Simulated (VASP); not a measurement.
# Si (Fd-3m) in VASP: notebook

Si is run at these levels: LDA; tasks: electric field gradients.

Everything below comes from runs of VASP 6.6.1. Logs are shortened: lines on timing, memory, paths and dates and some standing lists are left out, and cuts for length are marked.

## 1. The cell of the first run

It takes space group Fd-3m (No. 227, cubic). The conventional cell has a = 5.321 Å, b = 5.321 Å, c = 5.321 Å, α = 90.00°, β = 90.00°, γ = 90.00°. Si (site symmetry -43m) has 4 Si at 2.30 Å within 3.0 Å.

## 2. Electric field gradients, LDA (volume scaled by 0.9405)

Input file INCAR:

```
SYSTEM = Si
PREC = Accurate
ENCUT = 520
EDIFF = 1E-8
ISMEAR = -1
SIGMA = 0.08
LREAL = .False.
LASPH = .True.
NELM = 80
ALGO = Normal
ISIF = 2
LWAVE = .False.
LCHARG = .False.
GGA = CA
LEFG = .True.
NBANDS = 11
```

Input file KPOINTS:

```
regular mesh
0
Gamma
  11 11 11
  0 0 0
```

Input file POSCAR:

```
Si
1.0
    0.0000000000      2.6605082448      2.6605082448
    2.6605082448      0.0000000000      2.6605082448
    2.6605082448      2.6605082448      0.0000000000
Si
2
Direct
    0.5000000000      0.5000000000      0.5000000000
    0.7500000000      0.7500000000      0.7500000000
```

Potentials or basis: VASP PAW LDA potentials, release 64 (Si).

Started as:

```console
cat potpaw_LDA.64/Si/POTCAR > POTCAR
mpirun -np 1 vasp_std > vasp.out
```

OUTCAR:

```text
SYSTEM = Si
   PREC = Accurate
   ENCUT = 520
   EDIFF = 1E-8
   ISMEAR = -1
   LREAL = .False.
   LASPH = .True.
   NELM = 80
   ISIF = 2
   GGA = CA

 ion  position               nearest neighbor table
   1  0.500  0.500  0.500-   2 2.30   2 2.30   2 2.30   2 2.30
   2  0.750  0.750  0.750-   1 2.30   1 2.30   1 2.30   1 2.30

  LATTYP: Found a face centered cubic cell.
 ALAT       =     5.3210164896

  Lattice vectors:

 A1 = (   0.0000000000,   2.6605082448,   2.6605082448)
 A2 = (   2.6605082448,   0.0000000000,   2.6605082448)
 A3 = (   2.6605082448,   2.6605082448,   0.0000000000)

Analysis of symmetry for initial positions (statically):
=====================================================================
 Subroutine PRICEL returns:
 Original cell was already a primitive cell.

 Routine SETGRP: Setting up the symmetry group for a
 face centered cubic supercell.

 Subroutine GETGRP returns: Found 48 space group operations
 (whereof 24 operations were pure point group operations)
 out of a pool of 48 trial point group operations.

The static configuration has the point symmetry T_d .
 The point group associated with its full space group is O_h .

Analysis of symmetry for dynamics (positions and initial velocities):
=====================================================================
 Subroutine PRICEL returns:
 Original cell was already a primitive cell.

 Routine SETGRP: Setting up the symmetry group for a
 face centered cubic supercell.

 Subroutine GETGRP returns: Found 48 space group operations
 (whereof 24 operations were pure point group operations)
 out of a pool of 48 trial point group operations.

The dynamic configuration has the point symmetry T_d .
 The point group associated with its full space group is O_h .

 Subroutine INISYM returns: Found 48 space group operations
 (whereof 24 operations are pure point group operations),
 and found     1 'primitive' translations

----------------------------------------------------------------------------------------

                                     Primitive cell

  volume of cell :      37.6638

  direct lattice vectors                    reciprocal lattice vectors
     0.000000000  2.660508245  2.660508245    -0.187934016  0.187934016  0.187934016
     2.660508245  0.000000000  2.660508245     0.187934016 -0.187934016  0.187934016
     2.660508245  2.660508245  0.000000000     0.187934016  0.187934016 -0.187934016

  length of vectors
     3.762526843  3.762526843  3.762526843     0.325511265  0.325511265  0.325511265

  position of ions in fractional coordinates (direct lattice)
     0.500000000  0.500000000  0.500000000
     0.750000000  0.750000000  0.750000000

  ion indices of the primitive-cell ions
   primitive index   ion index
                 1           1
                 2           2

----------------------------------------------------------------------------------------

 KPOINTS: regular mesh

Automatic generation of k-mesh.
 Grid dimensions read from file:
 generate k-points for:   11   11   11

 Generating k-lattice:

  Cartesian coordinates                     Fractional coordinates (reciprocal lattice)
    -0.017084911  0.017084911  0.017084911     0.090909091  0.000000000  0.000000000
     0.017084911 -0.017084911  0.017084911     0.000000000  0.090909091  0.000000000
     0.017084911  0.017084911 -0.017084911     0.000000000  0.000000000  0.090909091

  Length of vectors
     0.029591933  0.029591933  0.029591933

  Shift w.r.t. Gamma in fractional coordinates (k-lattice)
     0.000000000  0.000000000  0.000000000

 Subroutine IBZKPT returns following result:
 ===========================================

 Found     56 irreducible k-points:

 Following reciprocal coordinates:
            Coordinates               Weight
  0.000000  0.000000  0.000000      1.000000
  0.090909  0.000000  0.000000      8.000000
  0.181818  0.000000  0.000000      8.000000
  0.272727  0.000000  0.000000      8.000000
  0.363636  0.000000  0.000000      8.000000
  0.454545  0.000000  0.000000      8.000000
[... 16 lines left out ...]
 -0.272727  0.181818  0.000000     24.000000
 -0.181818  0.181818  0.000000     12.000000
 [... further k-points ...]
   k-points           NKPTS =     56   k-points in BZ     NKDIM =     56   number of bands    NBANDS=     11
   number of dos      NEDOS =    301   number of ions     NIONS =      2
   total plane-waves  NPLWV =  21952
   dimension x,y,z NGX =    28 NGY =   28 NGZ =   28
   dimension x,y,z NGXF=    56 NGYF=   56 NGZF=   56
   ions per type =               2
   NGX,Y,Z   is equivalent  to a cutoff of  12.37, 12.37, 12.37 a.u.
   NGXF,Y,Z  is equivalent  to a cutoff of  24.74, 24.74, 24.74 a.u.
 SYSTEM =  Si
   PREC   = accura    normal or accurate (medium, high low for compatibility)
   ISTART =      0    job   : 0-new  1-cont  2-samecut
   ICHARG =      2    charge: 1-file 2-atom 10-const
   ISPIN  =      1    spin polarized calculation?
   LNONCOLLINEAR =      F non collinear calculations
   LSORBIT =      F    spin-orbit coupling
   LASPH  =      T    aspherical Exc in radial PAW
   ENCUT  =  520.0 eV  38.22 Ry    6.18 a.u.   7.00  7.00  7.00*2*pi/ulx,y,z
   NELM   =     80;   NELMIN=  2; NELMDL= -5     # of ELM steps
   EDIFF  = 0.1E-07   stopping-criterion for ELM
   LREAL  =      F    real-space projection
   EDIFFG = 0.1E-06   stopping-criterion for IOM
   NSW    =      0    number of steps for IOM
   IBRION =     -1    ionic relax: 0-MD 1-quasi-New 2-CG
   NFREE  =      0    steps in history (QN), initial steepest desc. (CG)
   ISIF   =      2    stress and relaxation
   ISYM   =      2    0-nonsym 1-usesym 2-fastsym
   POTIM  = 0.5000    time-step for ionic-motion
   TEBEG  =    0.0;   TEEND  =   0.0 temperature during run
   PSTRESS=    0.0 pullay stress
   NELECT =       8.0000    total number of electrons
   NUPDOWN=      -1.0000    fix difference up-down
   EMIN   =  10.00;   EMAX   =-10.00  energy-range for DOS
   EFERMI =   0.00;   METHOD = LEGACY
   ISMEAR =    -1;   SIGMA  =   0.08  broadening in eV -4-tet -1-fermi 0-gaus
   EFERMI_NEDOS =   21; number of points for ismear=-14 and -15
   IALGO  =     38    algorithm
   IMIX   =      4    mixing-type and parameters
     AMIX     =   0.40;   BMIX     =  1.00
     AMIX_MAG =   1.60;   BMIX_MAG =  1.00
  volume/ion in A,a.u.               =      18.83       127.08
  Fermi-wavevector in a.u.,A,eV,Ry     =   0.976780  1.845847 12.981315  0.954100
  Thomas-Fermi vector in A             =   2.107426
   LORBIT       =      0    0 simple, 1 ext, 2 COOP (PROOUT), +10 PAW based schemes
   GGA     = CA    functional components
   LHFCALC =     F    Hartree Fock is set to
   AEXX    =    0.0000 exact exchange contribution
   IVDW    =     0    specifies the selected vdW correction
   LEPSILON=     F    determine dielectric tensor
   LRPA    =     F    only Hartree local field effects (RPA)
 non-spin polarized calculation
  energy-cutoff  :      520.00
  volume of cell :       37.66
 maximum number of plane-waves:      1028
   NGX = 13   NGY = 13   NGZ = 13

 number of electron       8.0000000 magnetization

 Free energy of the ion-electron system (eV)
  ---------------------------------------------------
  ext. energy  EPLUGINS =         0.00000000
  ---------------------------------------------------
  free energy    TOTEN  =       -11.89377905 eV

  energy without entropy =      -11.89294507  energy(sigma->0) =      -11.89336206

 E-fermi :   6.5803     XC(G=0):  -9.8379

 val. band max:        6.4109989362   @ k =   0.0000   0.0000   0.0000
 cond. band min:       6.7870101232   @ k =   0.4545   0.4545   0.0000
 fundamental gap:      0.3760111870
 Fermi energy:         6.5802900651

 k-point     1 :       0.0000    0.0000    0.0000
  band No.  band energies     occupation
      1      -5.9748      2.00000
      2       6.4110      1.78492
      3       6.4110      1.78492
      4       6.4110      1.78492
      5       8.9597      0.00000
      6       8.9597      0.00000
      7       8.9597      0.00000
      8      10.3353      0.00000
      9      14.1688      0.00000
     10      14.1688      0.00000
     11      14.3552      0.00000

 k-point     2 :       0.0909    0.0000    0.0000
  band No.  band energies     occupation
      1      -5.8607      2.00000
      2       5.4057      2.00000
      3       6.2315      1.97475
      4       6.2315      1.97475
      5       9.0623      0.00000
      6       9.2229      0.00000
      7       9.2229      0.00000
      8      11.0315      0.00000
      9      13.8291      0.00000
     10      13.8291      0.00000
     11      14.8385      0.00000

 k-point     3 :       0.1818    0.0000    0.0000
  band No.  band energies     occupation
      1      -5.5225      2.00000
      2       3.6653      2.00000
      3       5.8723      1.99971
      4       5.8723      1.99971
      5       8.8078      0.00000
      6       9.7149      0.00000
      7       9.7149      0.00000
      8      12.5476      0.00000
      9      13.4450      0.00000
     10      13.4450      0.00000
     11      15.5791      0.00000

 k-point     4 :       0.2727    0.0000    0.0000
  band No.  band energies     occupation
      1      -4.9759      2.00000
      2       1.9287      2.00000
      3       5.5362      2.00000
      4       5.5362      2.00000
      5       8.4709      0.00000
      6       9.9367      0.00000
      7       9.9367      0.00000
      8      13.7650      0.00000
      9      13.7650      0.00000
     10      13.9873      0.00000
     11      15.3816      0.00000
[... 239 lines left out ...]
 k-point    22 :      -0.3636    0.1818    0.0000
  band No.  band energies     occupation
      1      -3.4063      2.00000
      2      -0.2065      2.00000
      3       2.9788      2.00000
      4       4.8426      2.00000
      5       8.6329      0.00000
      6      10.7908      0.00000
      7      10.8834      0.00000
      8      14.2573      0.00000
      9      14.3474      0.00000
     10      15.2635      0.00000
     11      17.9443      0.00000

 k-point    23 :      -0.2727    0.1818    0.0000
  band No.  band energies     occupation
      1      -4.1319      2.00000
      2       0.9973      2.00000
      3       3.0424      2.00000
      4       5.2570      2.00000
      5       9.0673      0.00000
      6      10.6710      0.00000
      7      10.8141      0.00000
      8      12.8991      0.00000
      9      12.9465      0.00000
     10      16.7066      0.00000
     11      18.6411      0.00000

 k-point    24 :      -0.1818    0.1818    0.0000
  band No.  band energies     occupation
      1      -4.7883      2.00000
      2       2.2639      2.00000
      3       3.5316      2.00000
      4       5.6994      1.99997
      5       9.4829      0.00000
      6      10.1898      0.00000
      7      10.4949      0.00000
      8      12.2317      0.00000
      9      12.4093      0.00000
     10      16.7934      0.00000
     11      17.2207      0.00000

 [... further k-points ...]
[... 5 lines left out ...]
  --------------------------------------------------------------------------------------
  -------------------------------------------------------------------------------------
  Total        1.1440388      1.1440388      1.1440388      0.0000000      0.0000000     -0.0000000
  in kB       48.6662101     48.6662101     48.6662101      0.0000000      0.0000000     -0.0000000
  external PRESSURE =      48.6662101 kB  Pullay stress =       0.0000000 kB

 VOLUME and BASIS-vectors are now :
 -----------------------------------------------------------------------------
  energy-cutoff  :      520.00
  volume of cell :       37.66
      direct lattice vectors                 reciprocal lattice vectors
     0.000000000  2.660508245  2.660508245    -0.187934016  0.187934016  0.187934016
     2.660508245  0.000000000  2.660508245     0.187934016 -0.187934016  0.187934016
     2.660508245  2.660508245  0.000000000     0.187934016  0.187934016 -0.187934016

 POSITION                                       TOTAL-FORCE (eV/Angst)
 -----------------------------------------------------------------------------------
      2.66051      2.66051      2.66051         0.000000      0.000000      0.000000
      3.99076      3.99076      3.99076        -0.000000     -0.000000     -0.000000
 -----------------------------------------------------------------------------------
    total drift:                                0.000000      0.000000     -0.000000

  FREE ENERGIE OF THE ION-ELECTRON SYSTEM (eV)
  ---------------------------------------------------
  free  energy   TOTEN  =       -11.8937790530 eV

  energy  without entropy=      -11.8929450706  energy(sigma->0) =      -11.89336206

 Electric field gradients (V/A^2)
---------------------------------------------------------------------
 ion       V_xx      V_yy      V_zz      V_xy      V_xz      V_yz
---------------------------------------------------------------------
   1       0.000    -0.000     0.000    -0.000    -0.000    -0.000
   2       0.000    -0.000     0.000    -0.000    -0.000    -0.000
---------------------------------------------------------------------

 Electric field gradients after diagonalization (V/A^2)
 (convention: |V_zz| > |V_xx| > |V_yy|)
----------------------------------------------------------------------
 ion       V_xx      V_yy      V_zz     asymmetry (V_yy - V_xx)/ V_zz
----------------------------------------------------------------------
   1       0.000     0.000    -0.000       0.000
   2       0.000     0.000    -0.000       0.000
----------------------------------------------------------------------

           NMR quadrupolar parameters

 Cq : quadrupolar parameter    Cq=e*Q*V_zz/h
 eta: asymmetry parameters     (V_yy - V_xx)/ V_zz
 Q  : nuclear electric quadrupole moment in mb (millibarn)
----------------------------------------------------------------------
 ion       Cq(MHz)       eta       Q (mb)
----------------------------------------------------------------------
   1      -0.000       0.000       1.000
   2      -0.000       0.000       1.000
----------------------------------------------------------------------
```

It took 9.3 s on 1 thread of Intel Xeon Platinum 8559C (Emerald Rapids), shared host; peak memory 0.13 GiB.

Results:

```
Free energy            : -11.8938 eV
Pressure               : 4.9 GPa
Band gap on the k mesh : 0.38 eV, indirect (least direct gap 2.55 eV)
```

Caveat: without QUAD_EFG the Cq values of the log hold for a quadrupole moment of 1 mb, not for the nuclei. A k mesh can miss the band edges.

[end of part 1 of 2]
